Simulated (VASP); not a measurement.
# Ru (P6_3/mmc) in VASP: settings compared

Aim: see how the results for Ru move with the level of theory and the settings. Levels: LDA, PBEsol. Tasks: single point.

Program: VASP 6.6.1. These are calculated values, not measurements. Logs are shortened: lines on timing, memory, paths and dates and some standing lists are left out, and cuts for length are marked.

## Step 1: The cell of the first run

It takes space group P6_3/mmc (No. 194, hexagonal). The conventional cell has a = 2.688 Å, b = 2.688 Å, c = 4.253 Å, α = 90.00°, β = 90.00°, γ = 120.00°. Ru (site symmetry -6m2) has 12 Ru at 2.63 to 2.69 Å within 3.5 Å.

## Step 2: Single point, LDA (volume scaled by 0.98)

INCAR reads:

```
SYSTEM = Ru
ALGO = Fast ; EDIFF = 1E-7
ENCUT = 520 ; ISIF = 2
ISMEAR = -1 ; LASPH = .TRUE.
LCHARG = .FALSE. ; LREAL = .FALSE.
LWAVE = .FALSE. ; NBANDS = 21
NELM = 80 ; PREC = Accurate
SIGMA = 0.05
```

KPOINTS reads:

```
k-points
0
G
  11 11 6
  0 0 0
```

POSCAR reads:

```
Ru
1.0
    2.6876397213      0.0000000000      0.0000000000
   -1.3438198606      2.3275642749      0.0000000000
    0.0000000000      0.0000000000      4.2531615502
Ru
2
Direct
    0.6666666667      0.3333333333      0.7500000000
    0.3333333333      0.6666666667      0.2500000000
```

Potentials or basis: VASP PAW LDA potentials, release 64 (Ru_pv).

The run is started by

```
> cat potpaw_LDA.64/Ru_pv/POTCAR > POTCAR
> mpirun -np 1 vasp_std > vasp.out
```

OUTCAR:

```text
SYSTEM = Ru
   EDIFF = 1E-7
   ENCUT = 520
   ISIF = 2
   ISMEAR = -1
   LASPH = .TRUE.
   LREAL = .FALSE.
   NELM = 80
   PREC = Accurate

 ion  position               nearest neighbor table
   1  0.667  0.333  0.750-   2 2.63   2 2.63   2 2.63   2 2.63   2 2.63   2 2.63
   2  0.333  0.667  0.250-   1 2.63   1 2.63   1 2.63   1 2.63   1 2.63   1 2.63

  LATTYP: Found a hexagonal cell.
 ALAT       =     2.6876397213
 C/A-ratio  =     1.5824894671

  Lattice vectors:

 A1 = (   2.6876397213,   0.0000000000,   0.0000000000)
 A2 = (  -1.3438198606,   2.3275642749,   0.0000000000)
 A3 = (   0.0000000000,   0.0000000000,   4.2531615502)

Analysis of symmetry for initial positions (statically):
=====================================================================
 Subroutine PRICEL returns:
 Original cell was already a primitive cell.

 Routine SETGRP: Setting up the symmetry group for a
 hexagonal supercell.

 Subroutine GETGRP returns: Found 24 space group operations
 (whereof 12 operations were pure point group operations)
 out of a pool of 24 trial point group operations.

The static configuration has the point symmetry D_3d.
 The point group associated with its full space group is D_6h.

Analysis of symmetry for dynamics (positions and initial velocities):
=====================================================================
 Subroutine PRICEL returns:
 Original cell was already a primitive cell.

 Routine SETGRP: Setting up the symmetry group for a
 hexagonal supercell.

 Subroutine GETGRP returns: Found 24 space group operations
 (whereof 12 operations were pure point group operations)
 out of a pool of 24 trial point group operations.

The dynamic configuration has the point symmetry D_3d.
 The point group associated with its full space group is D_6h.

 Subroutine INISYM returns: Found 24 space group operations
 (whereof 12 operations are pure point group operations),
 and found     1 'primitive' translations

----------------------------------------------------------------------------------------

                                     Primitive cell

  volume of cell :      26.6063

  direct lattice vectors                    reciprocal lattice vectors
     2.687639721  0.000000000  0.000000000     0.372073679  0.214816839  0.000000000
    -1.343819861  2.327564275  0.000000000     0.000000000  0.429633678  0.000000000
     0.000000000  0.000000000  4.253161550     0.000000000  0.000000000  0.235119214

  length of vectors
     2.687639721  2.687639721  4.253161550     0.429633678  0.429633678  0.235119214

  position of ions in fractional coordinates (direct lattice)
     0.666666667  0.333333333  0.750000000
     0.333333333  0.666666667  0.250000000

  ion indices of the primitive-cell ions
   primitive index   ion index
                 1           1
                 2           2

----------------------------------------------------------------------------------------

 KPOINTS: k-points

Automatic generation of k-mesh.
 Grid dimensions read from file:
 generate k-points for:   11   11    6

 Generating k-lattice:

  Cartesian coordinates                     Fractional coordinates (reciprocal lattice)
     0.033824880  0.019528804  0.000000000     0.090909091  0.000000000  0.000000000
     0.000000000  0.039057607  0.000000000     0.000000000  0.090909091  0.000000000
     0.000000000  0.000000000  0.039186536     0.000000000  0.000000000  0.166666667

  Length of vectors
     0.039057607  0.039057607  0.039186536

  Shift w.r.t. Gamma in fractional coordinates (k-lattice)
     0.000000000  0.000000000  0.000000000

 Subroutine IBZKPT returns following result:
 ===========================================

 Found     64 irreducible k-points:

 Following reciprocal coordinates:
            Coordinates               Weight
  0.000000  0.000000  0.000000      1.000000
  0.090909 -0.000000  0.000000      6.000000
  0.181818 -0.000000  0.000000      6.000000
  0.272727  0.000000  0.000000      6.000000
  0.363636 -0.000000  0.000000      6.000000
  0.454545  0.000000  0.000000      6.000000
[... 16 lines left out ...]
  0.090909  0.090909  0.166667     12.000000
  0.181818  0.090909  0.166667     24.000000
 [... further k-points ...]
   k-points           NKPTS =     64   k-points in BZ     NKDIM =     64   number of bands    NBANDS=     21
   number of dos      NEDOS =    301   number of ions     NIONS =      2
   total plane-waves  NPLWV =  12800
   dimension x,y,z NGX =    20 NGY =   20 NGZ =   32
   dimension x,y,z NGXF=    40 NGYF=   40 NGZF=   64
   ions per type =               2
   NGX,Y,Z   is equivalent  to a cutoff of  12.37, 12.37, 12.51 a.u.
   NGXF,Y,Z  is equivalent  to a cutoff of  24.74, 24.74, 25.02 a.u.
 SYSTEM =  Ru
   PREC   = accura    normal or accurate (medium, high low for compatibility)
   ISTART =      0    job   : 0-new  1-cont  2-samecut
   ICHARG =      2    charge: 1-file 2-atom 10-const
   ISPIN  =      1    spin polarized calculation?
   LNONCOLLINEAR =      F non collinear calculations
   LSORBIT =      F    spin-orbit coupling
   LASPH  =      T    aspherical Exc in radial PAW
   ENCUT  =  520.0 eV  38.22 Ry    6.18 a.u.   5.00  5.00  7.91*2*pi/ulx,y,z
   NELM   =     80;   NELMIN=  2; NELMDL= -5     # of ELM steps
   EDIFF  = 0.1E-06   stopping-criterion for ELM
   LREAL  =      F    real-space projection
   EDIFFG = 0.1E-05   stopping-criterion for IOM
   NSW    =      0    number of steps for IOM
   IBRION =     -1    ionic relax: 0-MD 1-quasi-New 2-CG
   NFREE  =      0    steps in history (QN), initial steepest desc. (CG)
   ISIF   =      2    stress and relaxation
   ISYM   =      2    0-nonsym 1-usesym 2-fastsym
   POTIM  = 0.5000    time-step for ionic-motion
   TEBEG  =    0.0;   TEEND  =   0.0 temperature during run
   PSTRESS=    0.0 pullay stress
   NELECT =      28.0000    total number of electrons
   NUPDOWN=      -1.0000    fix difference up-down
   EMIN   =  10.00;   EMAX   =-10.00  energy-range for DOS
   EFERMI =   0.00;   METHOD = LEGACY
   ISMEAR =    -1;   SIGMA  =   0.05  broadening in eV -4-tet -1-fermi 0-gaus
   EFERMI_NEDOS =   21; number of points for ismear=-14 and -15
   IALGO  =     68    algorithm
   IMIX   =      4    mixing-type and parameters
     AMIX     =   0.40;   BMIX     =  1.00
     AMIX_MAG =   1.60;   BMIX_MAG =  1.00
  volume/ion in A,a.u.               =      13.30        89.77
  Fermi-wavevector in a.u.,A,eV,Ry     =   1.665198  3.146769 37.727398  2.772886
  Thomas-Fermi vector in A             =   2.751610
   LORBIT       =      0    0 simple, 1 ext, 2 COOP (PROOUT), +10 PAW based schemes
   GGA     = CA    functional components
   LHFCALC =     F    Hartree Fock is set to
   AEXX    =    0.0000 exact exchange contribution
   IVDW    =     0    specifies the selected vdW correction
   LEPSILON=     F    determine dielectric tensor
   LRPA    =     F    only Hartree local field effects (RPA)
 non-spin polarized calculation
 RMM-DIIS sequential band-by-band and
  energy-cutoff  :      520.00
  volume of cell :       26.61
 maximum number of plane-waves:       733
 NGX is ok and might be reduce to    20
   NGX =  9   NGY =  9   NGZ = 15

 number of electron      27.9999997 magnetization

 Free energy of the ion-electron system (eV)
  ---------------------------------------------------
  ext. energy  EPLUGINS =         0.00000000
  ---------------------------------------------------
  free energy    TOTEN  =       -21.38123453 eV

  energy without entropy =      -21.36490311  energy(sigma->0) =      -21.37306882

 E-fermi :  13.0018     XC(G=0): -14.5064

 val. band max:       12.9839905004   @ k =   0.2727   0.0000   0.0000
 cond. band min:      13.0170130974   @ k =   0.2727   0.1818   0.1667
 fundamental gap:      0.0330225970
 Fermi energy:        13.0017773882

 k-point     1 :       0.0000    0.0000    0.0000
  band No.  band energies     occupation
      1     -30.4689      2.00000
      2     -29.4533      2.00000
      3     -29.4533      2.00000
      4     -29.2692      2.00000
      5     -29.2692      2.00000
      6     -29.2254      2.00000
[... 13 lines left out ...]
     20      23.0299      0.00000
     21      23.6099      0.00000

 k-point     2 :       0.0909   -0.0000    0.0000
  band No.  band energies     occupation
      1     -30.4384      2.00000
      2     -29.5182      2.00000
      3     -29.4751      2.00000
      4     -29.3368      2.00000
      5     -29.2781      2.00000
      6     -29.2396      2.00000
[... 13 lines left out ...]
     20      23.0299      0.00000
     21      23.5620      0.00000

 k-point     3 :       0.1818   -0.0000    0.0000
  band No.  band energies     occupation
      1     -30.3519      2.00000
      2     -29.6923      2.00000
      3     -29.5315      2.00000
      4     -29.5135      2.00000
      5     -29.3036      2.00000
      6     -29.2823      2.00000
[... 13 lines left out ...]
     20      23.0299      0.00000
     21      23.4044      0.00000

 k-point     4 :       0.2727    0.0000    0.0000
  band No.  band energies     occupation
      1     -30.2238      2.00000
      2     -29.9200      2.00000
      3     -29.7356      2.00000
      4     -29.6019      2.00000
      5     -29.3528      2.00000
      6     -29.3396      2.00000
[... 13 lines left out ...]
     20      23.0297      0.00000
     21      23.1979      0.00000

 k-point     5 :       0.3636   -0.0000    0.0000
  band No.  band energies     occupation
      1     -30.1285      2.00000
      2     -30.0789      2.00000
      3     -29.9315      2.00000
      4     -29.6641      2.00000
      5     -29.4443      2.00000
      6     -29.3744      2.00000
[... 13 lines left out ...]
     20      23.4125      0.00000
     21      24.1512      0.00000
[... 382 lines left out ...]
     20      24.3377      0.00000
     21      25.5153      0.00000

 k-point    22 :       0.4545    0.0000    0.1667
  band No.  band energies     occupation
      1     -30.3134      2.00000
      2     -30.1150      2.00000
      3     -29.8550      2.00000
      4     -29.6803      2.00000
      5     -29.4999      2.00000
      6     -29.4164      2.00000
[... 13 lines left out ...]
     20      23.7811      0.00000
     21      25.0830      0.00000

 k-point    23 :       0.0909    0.0909    0.1667
  band No.  band energies     occupation
      1     -30.3188      2.00000
      2     -29.6017      2.00000
      3     -29.5538      2.00000
      4     -29.4697      2.00000
      5     -29.3200      2.00000
      6     -29.2962      2.00000
[... 13 lines left out ...]
     20      23.0299      0.00000
     21      24.8835      0.00000

 k-point    24 :       0.1818    0.0909    0.1667
  band No.  band energies     occupation
      1     -30.2431      2.00000
      2     -29.7765      2.00000
      3     -29.7238      2.00000
      4     -29.5539      2.00000
      5     -29.3695      2.00000
      6     -29.3337      2.00000
[... 13 lines left out ...]
     20      23.0298      0.00000
     21      24.9786      0.00000

 [... further k-points ...]

------------------------ aborting loop because EDIFF is reached ----------------------------------------

  FORCE on cell =-STRESS in cart. coord.  units (eV):
  Direction    XX          YY          ZZ          XY          YZ          ZX
  --------------------------------------------------------------------------------------
  -------------------------------------------------------------------------------------
  Total       -0.7872556     -0.7872556     -0.8397113     -0.0000000      0.0000000      0.0000000
  in kB      -47.4069158    -47.4069158    -50.5656909     -0.0000000      0.0000000      0.0000000
  external PRESSURE =     -48.4598409 kB  Pullay stress =       0.0000000 kB

 VOLUME and BASIS-vectors are now :
 -----------------------------------------------------------------------------
  energy-cutoff  :      520.00
  volume of cell :       26.61
      direct lattice vectors                 reciprocal lattice vectors
     2.687639721  0.000000000  0.000000000     0.372073679  0.214816839  0.000000000
    -1.343819861  2.327564275  0.000000000     0.000000000  0.429633678  0.000000000
     0.000000000  0.000000000  4.253161550     0.000000000  0.000000000  0.235119214

 POSITION                                       TOTAL-FORCE (eV/Angst)
 -----------------------------------------------------------------------------------
      1.34382      0.77585      3.18987         0.000000      0.000000      0.000000
     -0.00000      1.55171      1.06329        -0.000000     -0.000000      0.000000
 -----------------------------------------------------------------------------------
    total drift:                               -0.000000      0.000000     -0.000000

  FREE ENERGIE OF THE ION-ELECTRON SYSTEM (eV)
  ---------------------------------------------------
  free  energy   TOTEN  =       -21.3812345303 eV

  energy  without entropy=      -21.3649031128  energy(sigma->0) =      -21.37306882
```

Run time: 13 s. Hardware: 1 thread of Intel Xeon 6975P-C (Granite Rapids), shared host; peak memory 0.14 GiB.

What came out:

```yaml
Free_energy: -21.3812 eV
Pressure: -4.8 GPa
Band_gap_on_the_k_mesh: zero (band 14 reaches 14.63 eV, above the bottom of band 15 at 11.44 eV)
```

## Step 3: Single point, PBEsol (volume scaled by 0.98)

INCAR reads:

```
PREC = Accurate
ENCUT = 520
EDIFF = 1E-6
ISMEAR = -1
SIGMA = 0.05
LREAL = F
LASPH = T
NELM = 100
ALGO = Fast
ISIF = 2
LWAVE = F
LCHARG = F
GGA = PS
NBANDS = 21
```

KPOINTS reads:

```
Automatic mesh
0
Gamma
  11 11 6
```

POSCAR is that of step 2.

Potentials or basis: VASP PAW PBE potentials, release 64 (Ru_pv).

The run is started by

```
> cat potpaw_PBE.64/Ru_pv/POTCAR > POTCAR
> mpirun -np 1 vasp_std > vasp.out
```

Wall time 14 s (1 thread of Intel Xeon 6975P-C (Granite Rapids), shared host); peak memory 0.15 GiB.

It converged, with:

- Free energy: -20.3381 eV
- Pressure: 0.4 GPa
- Band gap on the k mesh: zero (band 14 reaches 14.63 eV, above the bottom of band 15 at 11.45 eV)

Levels at points of the mesh, in eV from the Fermi level:
```
           k point  band 11  band 12  band 13  band 14  band 15  band 16  band 17  band 18
(0.00, 0.00, 0.00)    -2.43    -1.91    -1.91    -1.36    -1.36     1.30     1.30     1.33
(0.00, 0.00, 0.50)    -2.78    -2.78    -2.74    -2.74     0.65     0.65     0.65     0.65
```

Caveat: the PAW data sets were made with another functional, which shifts forces and pressure a little.

(Part 1 of 2 ends here.)
